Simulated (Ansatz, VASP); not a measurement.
**Pb: VASP beside Ansatz**

File INCAR:

```
SYSTEM = Pb
ALGO = Normal
EDIFF = 1E-6
ENCUT = 500
GGA = PE
GGA_COMPAT = .FALSE.
ISIF = 2
ISMEAR = -1
LASPH = .TRUE.
LCHARG = .FALSE.
LREAL = .FALSE.
LWAVE = .FALSE.
NBANDS = 13
NELM = 120
PREC = Accurate
SIGMA = 0.05
```

KPOINTS

```
k-points
0
G
  14 14 14
  0 0 0
```

The input POSCAR:

```
Pb
1.0
    0.0000000000      1.9022577303      1.9022577303
    1.9022577303      0.0000000000      1.9022577303
    1.9022577303      1.9022577303      0.0000000000
Pb
1
Direct
    0.0000000000      0.0000000000      0.0000000000
```

Input for Ansatz:

```yaml
crystal:
  lattice:
    - [0.0, 1.9022577303, 1.9022577303]
    - [1.9022577303, 0.0, 1.9022577303]
    - [1.9022577303, 1.9022577303, 0.0]
  atoms:
    - { symbol: Pb, position: [0.0, 0.0, 0.0] }
kpoints:
  mp_grid: { grid: [14, 14, 14] }
  band_path:
    path:
      - [0.0, 0.0, 0.0]
      - [0.5, 0.0, 0.5]
      - [0.625, 0.25, 0.625]
      - [0.375, 0.375, 0.75]
      - [0.0, 0.0, 0.0]
      - [0.5, 0.5, 0.5]
      - [0.5, 0.25, 0.75]
      - [0.5, 0.0, 0.5]
    npoints: 8
scf:
  occupations: { method: fermi_dirac, width: 0.05 }
hamiltonian:
  xc: pbe
  pseudopotentials: { kind: all_electron, lapw: { basis_error: 0.001 } }
output:
  forces: true
  stress: true
  eigenvalues: true
  populations: true
  dos: { projected: true, de: 0.2, e_range: [-14, 8] }
```

Change from the starting cell: volume scaled by 0.43, LAPW.

Alike in both runs: task single point; functional PBE; k mesh 14 × 14 × 14; occupations fermi-dirac, width 0.05 eV; no spin polarisation.

|  | VASP | Ansatz |
| --- | --- | --- |
| version | VASP 6.6.1 | Ansatz 0.2.0 |
| potentials or method | VASP PAW PBE potentials, release 64 (Pb_d), cutoff 500 eV | all-electron LAPW, scalar-relativistic |

```tsv
	VASP	Ansatz	Ansatz less VASP
pressure (GPa)	266.1	266.0	-0.13
```

Both programs put the cell under a high pressure, so it lies far from rest at this level. Ansatz ran all-electron here, and VASP with PAW potentials.

Spin-orbit coupling is off throughout. Noted on VASP's run: the cell as given lies far from equilibrium.
